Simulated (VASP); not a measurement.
# Te6Mo3H (a cell with a defect) in VASP: further runs

Runs on Te6Mo3H (a cell with a defect). Level: PBEsol+D3(BJ). Tasks: single point.

All numbers are computed with VASP 6.6.1; they aren't measurements. Logs are shortened: lines on timing, memory, paths and dates and some standing lists are left out, and cuts for length are marked.

**1. The cell of the first run**

The cell holds a defect, 10 atoms: a = 3.433 Å, b = 3.433 Å, c = 20.770 Å, α = 90.00°, β = 90.00°, γ = 120.00°.

**2. Single point, PBEsol+D3(BJ)**

Contents of INCAR:

```
SYSTEM = Te6Mo3H
PREC     = Accurate       ! precision mode
ENCUT    = 400            ! plane-wave cutoff, eV
EDIFF    = 1E-6           ! SCF threshold, eV
ISMEAR   = 0              ! smearing method
SIGMA    = 0.05           ! smearing width, eV
LREAL    = .False.        ! projectors in reciprocal space
LASPH    = .True.         ! aspherical terms in the spheres
NELM     = 120            ! most SCF steps
ALGO     = Normal         ! electronic algorithm
ISIF     = 2              ! what is computed and relaxed
LWAVE    = .False.        ! write WAVECAR
LCHARG   = .False.        ! write CHGCAR
GGA      = PS             ! functional
IVDW     = 12             ! dispersion correction
NBANDS   = 50             ! bands
GGA_COMPAT= .False.
```

Contents of KPOINTS:

```
regular mesh
0
Gamma
  9 9 2
  0 0 0
```

Contents of POSCAR:

```
Te6Mo3H
1.0
    3.4334342720      0.0000000000      0.0000000000
   -1.7167171360      2.9734413017      0.0000000000
    0.0000000000      0.0000000000     20.7704294686
Te Mo H
6 3 1
Direct
    0.0000000000      0.0000000000      0.9125759363
    0.3333333333      0.6666666667      0.5917818730
    0.3333333333      0.6666666667      0.2333053354
    0.3333333333      0.6666666667      0.7666946646
    0.3333333333      0.6666666667      0.4082181270
    0.0000000000      0.0000000000      0.0874240637
    0.0000000000      0.0000000000      0.6791511892
    0.0000000000      0.0000000000      0.3208488108
    0.3333333333      0.6666666667      0.0000000000
   -0.0523098300      0.1405117517      0.5023436347
```

Potentials or basis: VASP PAW PBE potentials, release 64 (Te, Mo_sv, H).

Launch:

```sh
$ cat potpaw_PBE.64/Te/POTCAR potpaw_PBE.64/Mo_sv/POTCAR potpaw_PBE.64/H/POTCAR > POTCAR
$ mpirun -np 1 vasp_std > vasp.out
```

OUTCAR:

```text
SYSTEM = Te6Mo3H
   PREC = Accurate
   ENCUT = 400
   EDIFF = 1E-6
   ISMEAR = 0
   LREAL = .False.
   LASPH = .True.
   NELM = 120
   ISIF = 2
   GGA = PS
   IVDW = 12
 IVDW          = 12

 ion  position               nearest neighbor table
   1  0.000  0.000  0.913-   9 2.69   9 2.69   9 2.69   4 3.62   4 3.62   4 3.62   6 3.63
   2  0.333  0.667  0.592-   7 2.69   7 2.69   7 2.69   4 3.63
   3  0.333  0.667  0.233-   8 2.69   8 2.69   8 2.69   6 3.62   6 3.62   6 3.62   5 3.63
   4  0.333  0.667  0.767-   7 2.69   7 2.69   7 2.69   1 3.62   1 3.62   1 3.62   2 3.63
   5  0.333  0.667  0.408-   8 2.69   8 2.69   8 2.69   3 3.63
   6  0.000  0.000  0.087-   9 2.69   9 2.69   9 2.69   3 3.62   3 3.62   3 3.62   1 3.63
   7  0.000  0.000  0.679-   2 2.69   2 2.69   2 2.69   4 2.69   4 2.69   4 2.69
   8  0.000  0.000  0.321-   5 2.69   5 2.69   5 2.69   3 2.69   3 2.69   3 2.69
   9  0.333  0.667  0.000-   1 2.69   6 2.69   1 2.69   6 2.69   1 2.69   6 2.69
  10  0.948  0.141  0.502-

  LATTYP: Found a hexagonal cell.
 ALAT       =     3.4334342720
 C/A-ratio  =     6.0494617992

  Lattice vectors:

 A1 = (   3.4334342720,   0.0000000000,   0.0000000000)
 A2 = (  -1.7167171360,   2.9734413017,   0.0000000000)
 A3 = (   0.0000000000,   0.0000000000,  20.7704294686)

Analysis of symmetry for initial positions (statically):
=====================================================================
 Subroutine PRICEL returns:
 Original cell was already a primitive cell.

 Routine SETGRP: Setting up the symmetry group for a
 hexagonal supercell.

 Subroutine GETGRP returns: Found  1 space group operations
 (whereof  1 operations were pure point group operations)
 out of a pool of 24 trial point group operations.

The static configuration has the point symmetry C_1 .

Analysis of symmetry for dynamics (positions and initial velocities):
=====================================================================
 Subroutine PRICEL returns:
 Original cell was already a primitive cell.

 Routine SETGRP: Setting up the symmetry group for a
 hexagonal supercell.

 Subroutine GETGRP returns: Found  1 space group operations
 (whereof  1 operations were pure point group operations)
 out of a pool of 24 trial point group operations.

The dynamic configuration has the point symmetry C_1 .

 Subroutine INISYM returns: Found  1 space group operations
 (whereof  1 operations are pure point group operations),
 and found     1 'primitive' translations

----------------------------------------------------------------------------------------

                                     Primitive cell
[... 119 lines left out ...]
   NUPDOWN=      -1.0000    fix difference up-down
   EMIN   =  10.00;   EMAX   =-10.00  energy-range for DOS
   EFERMI =   0.00;   METHOD = LEGACY
   ISMEAR =     0;   SIGMA  =   0.05  broadening in eV -4-tet -1-fermi 0-gaus
   EFERMI_NEDOS =   21; number of points for ismear=-14 and -15
   IALGO  =     38    algorithm
   IMIX   =      4    mixing-type and parameters
     AMIX     =   0.40;   BMIX     =  1.00
     AMIX_MAG =   1.60;   BMIX_MAG =  1.00
  volume/ion in A,a.u.               =      21.20       143.10
  Fermi-wavevector in a.u.,A,eV,Ry     =   1.177984  2.226067 18.880069  1.387646
  Thomas-Fermi vector in A             =   2.314321
   LORBIT       =      0    0 simple, 1 ext, 2 COOP (PROOUT), +10 PAW based schemes
   GGA     = PS    functional components
   LHFCALC =     F    Hartree Fock is set to
   AEXX    =    0.0000 exact exchange contribution
   IVDW    =    12    specifies the selected vdW correction
   LEPSILON=     F    determine dielectric tensor
   LRPA    =     F    only Hartree local field effects (RPA)
 non-spin polarized calculation
 Gauss-broadening in eV      SIGMA  =   0.05
  energy-cutoff  :      400.00
  volume of cell :      212.05
 maximum number of plane-waves:      3908
   NGX = 11   NGY = 11   NGZ = 67

 number of electron      78.9999990 magnetization

 Free energy of the ion-electron system (eV)
  ---------------------------------------------------
  ext. energy  EPLUGINS =         0.00000000
  ---------------------------------------------------
  free energy    TOTEN  =       -60.42494257 eV

  energy without entropy =      -60.42029514  energy(sigma->0) =      -60.42261886

 E-fermi :   8.9358     XC(G=0): -10.9860

 val. band max:        8.9191291113   @ k =  -0.1111   0.1111   0.5000
 cond. band min:       8.9398714866   @ k =   0.0000   0.1111   0.0000
 fundamental gap:      0.0207423754
 Fermi energy:         8.9357972729

 k-point     1 :       0.0000    0.0000    0.0000
  band No.  band energies     occupation
      1     -51.8974      2.00000
      2     -51.7051      2.00000
      3     -51.6965      2.00000
      4     -26.1480      2.00000
      5     -25.9553      2.00000
      6     -25.9529      2.00000
[... 1261 lines left out ...]
     49      11.9315      0.00000
     50      11.9868      0.00000

 [... further k-points ...]

------------------------ aborting loop because EDIFF is reached ----------------------------------------

 Edisp (eV)   -5.08720

 E8    (eV) :    -3.4528

  FORCE on cell =-STRESS in cart. coord.  units (eV):
  Direction    XX          YY          ZZ          XY          YZ          ZX
  --------------------------------------------------------------------------------------
  -------------------------------------------------------------------------------------
  Total      -0.95528    -1.82330    -1.14401    -0.38498    -0.07395     0.10586
  in kB      -7.21788   -13.77639    -8.64385    -2.90881    -0.55878     0.79984
  external pressure =       -9.88 kB  Pullay stress =        0.00 kB

 VOLUME and BASIS-vectors are now :
 -----------------------------------------------------------------------------
  energy-cutoff  :      400.00
  volume of cell :      212.05
      direct lattice vectors                 reciprocal lattice vectors
     3.433434272  0.000000000  0.000000000     0.291253573  0.168155329  0.000000000
    -1.716717136  2.973441302  0.000000000     0.000000000  0.336310658  0.000000000
     0.000000000  0.000000000 20.770429469     0.000000000  0.000000000  0.048145369

 POSITION                                       TOTAL-FORCE (eV/Angst)
 -----------------------------------------------------------------------------------
      0.00000      0.00000     18.95459        -0.002825      0.001284     -0.060164
     -0.00000      1.98229     12.29156         0.140225     -0.146497     -0.561592
     -0.00000      1.98229      4.84585         0.038134     -0.020602      0.032442
     -0.00000      1.98229     15.92458         0.045655     -0.024107     -0.027207
     -0.00000      1.98229      8.47887         0.119658     -0.114705      0.510985
      0.00000      0.00000      1.81584        -0.002717      0.001201      0.060522
      0.00000      0.00000     14.10626         0.039314      0.014831      0.383077
      0.00000      0.00000      6.66417         0.026732      0.017033     -0.352601
     -0.00000      1.98229      0.00000         0.003836     -0.002759      0.002984
      3.01261      0.41780     10.43389        -0.408012      0.274320      0.011554
 -----------------------------------------------------------------------------------
    total drift:                               -0.000023      0.000137      0.000009

  FREE ENERGIE OF THE ION-ELECTRON SYSTEM (eV)
  ---------------------------------------------------
  free  energy   TOTEN  =       -65.5121413157 eV

  energy  without entropy=      -65.5074938868  energy(sigma->0) =      -65.50981760
```

stdout:

```text
POSCAR found type information on POSCAR TeMoH
 POSCAR found :  3 types and      10 ions
 scaLAPACK will be used
 -----------------------------------------------------------------------------
|                                                                             |
|                                                                             |
|     You enforced a specific xc type in the INCAR file but a different       |
|     I HOPE YOU KNOW WHAT YOU ARE DOING!                                     |
|                                                                             |
 -----------------------------------------------------------------------------

 LDA part: xc-table for (Slater+PW92), standard interpolation
 POSCAR, INCAR and KPOINTS ok, starting setup
 FFT: planning ... GRIDC
 FFT: planning ... GRID_SOFT
 FFT: planning ... GRID
 WAVECAR not read
 entering main loop
```

Run time: 14 min. Hardware: 1 thread of Intel Xeon Platinum 8259CL at 2.50GHz (Skylake/Cascade Lake), shared host; peak memory 0.6 GiB.

Results:

* Free energy: -65.5121 eV
* Pressure: -1.0 GPa
* Largest force: 0.597 eV/Å
* Band gap on the k mesh: zero (an odd number of electrons rules out a gap without spin polarisation)
* Dispersion energy per atom: -0.509 eV

Forces on the atoms (eV/Å):
```
Te  -0.003  0.001 -0.060
Te   0.140 -0.146 -0.562
Te   0.038 -0.021  0.032
Te   0.046 -0.024 -0.027
Te   0.120 -0.115  0.511
Te  -0.003  0.001  0.061
Mo   0.039  0.015  0.383
Mo   0.027  0.017 -0.353
Mo   0.004 -0.003  0.003
H   -0.408  0.274  0.012
```

Stress tensor (GPa, compression positive):
```
-0.72 -0.29  0.08
-0.29 -1.38 -0.06
 0.08 -0.06 -0.86
```

Levels at points of the mesh, in eV from the Fermi level:
```csv
k point,band 36,band 37,band 38,band 39,band 40,band 41,band 42,band 43,band 44,band 45
"(0.00, 0.00, 0.00)",-0.94,-0.76,0.01,0.04,2.32,2.95,2.95,3.07,3.07,3.25
"(0.00, 0.00, 0.50)",-0.94,-0.69,0.02,0.04,2.33,2.95,2.95,3.08,3.08,3.18
```

Caveat: the PAW data sets were made with another functional, which shifts forces and pressure a little; spin-orbit coupling is left out, which moves the levels of the heavy elements; an odd number of electrons without spin polarisation forces a metal; a magnetic or distorted state may lie lower.

**3. Single point, PBEsol+D3(BJ)**

Contents of INCAR:

```
PREC     = Accurate       # precision mode
ENCUT    = 400            # plane-wave cutoff, eV
EDIFF    = 1E-6           # SCF threshold, eV
ISMEAR   = 0              # smearing method
SIGMA    = 0.05           # smearing width, eV
LREAL    = F              # projectors in reciprocal space
LASPH    = T              # aspherical terms in the spheres
NELM     = 120            # most SCF steps
ALGO     = Normal         # electronic algorithm
ISIF     = 2              # what is computed and relaxed
LWAVE    = F              # write WAVECAR
LCHARG   = F              # write CHGCAR
GGA      = PS             # functional
IVDW     = 12             # dispersion correction
NBANDS   = 50             # bands
GGA_COMPAT= F
```

Contents of KPOINTS:

```
regular mesh
0
Gamma
  9 9 2
```

POSCAR, as its differences from that of step 2:

```diff
@@ -17,2 +17,2 @@
     0.3333333333      0.6666666667      0.0000000000
-   -0.0523098300      0.1405117517      0.5023436347
+    0.4476901700      0.3071784183      0.0023436347
```

Potentials or basis: VASP PAW PBE potentials, release 64 (Te, Mo_sv, H).

Launch:

```sh
$ cat potpaw_PBE.64/Te/POTCAR potpaw_PBE.64/Mo_sv/POTCAR potpaw_PBE.64/H/POTCAR > POTCAR
$ mpirun -np 1 vasp_std > vasp.out
```

Run time: 16 min. Hardware: 1 thread of Oxide Virtual Turin-like, shared host; peak memory 0.56 GiB.

It converged, with:

```
Free energy                : -65.7117 eV
Pressure                   : 3.9 GPa
Largest force              : 4.311 eV/Å
Band gap on the k mesh     : zero (an odd number of electrons rules out a gap without spin polarisation)
Dispersion energy per atom : -0.504 eV
```

Forces on the atoms (eV/Å):
```
Te  -0.408 -0.032 -1.209
Te  -0.005 -0.003 -0.037
Te   0.002  0.000 -0.057
Te   0.001 -0.001  0.057
Te  -0.005 -0.003  0.038
Te  -0.491 -0.073  1.274
Mo   0.009  0.002  0.003
Mo   0.009  0.002 -0.007
Mo  -2.515  2.756 -0.045
H    3.402 -2.647 -0.018
```

Stress tensor (GPa, compression positive):
```
 3.86 -2.71  0.01
-2.71  4.66 -0.15
 0.01 -0.15  3.10
```

Levels at points of the mesh, in eV from the Fermi level:
| k point | band 35 | band 36 | band 37 | band 38 | band 39 | band 40 | band 41 | band 42 | band 43 | band 44 |
| --- | --- | --- | --- | --- | --- | --- | --- | --- | --- | --- |
| (0.00, 0.00, 0.00) | -1.43 | -1.43 | -1.19 | -0.54 | -0.53 | 2.12 | 2.27 | 2.34 | 2.51 | 2.72 |
| (0.00, 0.00, 0.50) | -1.43 | -1.43 | -1.14 | -0.54 | -0.53 | 2.12 | 2.27 | 2.34 | 2.52 | 2.72 |

Caveat: the PAW data sets were made with another functional, which shifts forces and pressure a little; spin-orbit coupling is left out, which moves the levels of the heavy elements; an odd number of electrons without spin polarisation forces a metal; a magnetic or distorted state may lie lower.

The gap in the log of VASP goes by the Fermi energy; the results here count the filled bands.